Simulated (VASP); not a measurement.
# Si3N4: relaxation of cell and atoms with PBE

Crystal: Si3N4.

```
Si N
1.0
     0.00000    3.89372    3.89372
     3.89372    0.00000    3.89372
     3.89372    3.89372    0.00000
Si N
6 8
Direct
  0.12500 0.12500 0.62500
  0.12500 0.62500 0.12500
  0.62500 0.12500 0.12500
  0.12500 0.12500 0.12500
  0.75000 0.75000 0.75000
  0.50000 0.50000 0.50000
  0.36756 0.36756 0.36756
  0.35269 0.88244 0.88244
  0.88244 0.88244 0.35269
  0.88244 0.35269 0.88244
  0.36756 0.36756 0.89731
  0.36756 0.89731 0.36756
  0.88244 0.88244 0.88244
  0.89731 0.36756 0.36756
```

```yaml
Program: VASP 6.6.1
Task: relaxation of cell and atoms
Functional: PBE
Potentials_or_basis: VASP PAW PBE potentials, release 64 (Si, N)
Cutoff: 600 eV
k_mesh: 6 × 6 × 6
Occupations: gaussian, width 0.02 eV
Spin: no spin polarisation
Dipole_correction: no
Further_INCAR_settings: ALGO = Normal; EDIFF = 1e-07; IBRION = 2; EDIFFG = -0.005; NSW = 100; ISIF = 3
```

The relaxed volume is 8.43 Å³/atom. The relaxed cell is a = 5.506 Å, b = 5.506 Å, c = 5.506 Å, α = 60.00°, β = 60.00°, γ = 60.00°. The space group after relaxing (to 0.1 Å) is Fd-3m (No. 227), the energy gained by relaxing is 0.0 meV/atom and the ionic steps are 3. The pressure after relaxing is 0.0 GPa and the band gap on the k mesh is 3.34 eV (least direct gap 3.38 eV).

Final structure:
```xyz
14
Lattice="0.0000 3.8932 3.8932 3.8932 0.0000 3.8932 3.8932 3.8932 0.0000" Properties=species:S:1:pos:R:3 pbc="T T T"
Si    2.9199    2.9199    0.9733
Si    2.9199    0.9733    2.9199
Si    0.9733    2.9199    2.9199
Si    0.9733    0.9733    0.9733
Si    5.8398    5.8398    5.8398
Si    3.8932    3.8932    3.8932
N     2.8619    2.8619    2.8619
N     6.8711    4.8085    4.8085
N     4.8085    4.8085    6.8711
N     4.8085    6.8711    4.8085
N     4.9245    4.9245    2.8619
N     4.9245    2.8619    4.9245
N     6.8711    6.8711    6.8711
N     2.8619    4.9245    4.9245
```

Levels at points of the mesh, in eV from the valence-band top:
| k point | band 28 | band 29 | band 30 | band 31 | band 32 | band 33 | band 34 | band 35 | band 36 | band 37 |
| --- | --- | --- | --- | --- | --- | --- | --- | --- | --- | --- |
| (0.00, 0.00, 0.00) | -0.16 | -0.16 | -0.04 | -0.04 | -0.04 | 3.34 | 3.34 | 3.34 | 4.88 | 5.97 |
| (0.50, 0.00, 0.00) | -0.80 | -0.47 | -0.47 | -0.34 | -0.34 | 4.92 | 5.76 | 5.76 | 6.23 | 6.75 |
| (0.50, 0.50, 0.00) | -1.66 | -1.10 | -1.10 | -0.43 | -0.43 | 6.63 | 6.63 | 6.94 | 6.94 | 7.73 |

It took 4.4 min on 1 thread of Intel Xeon 8259CL, on a shared host, peak memory 0.35 GiB.

A k mesh can miss the band edges.
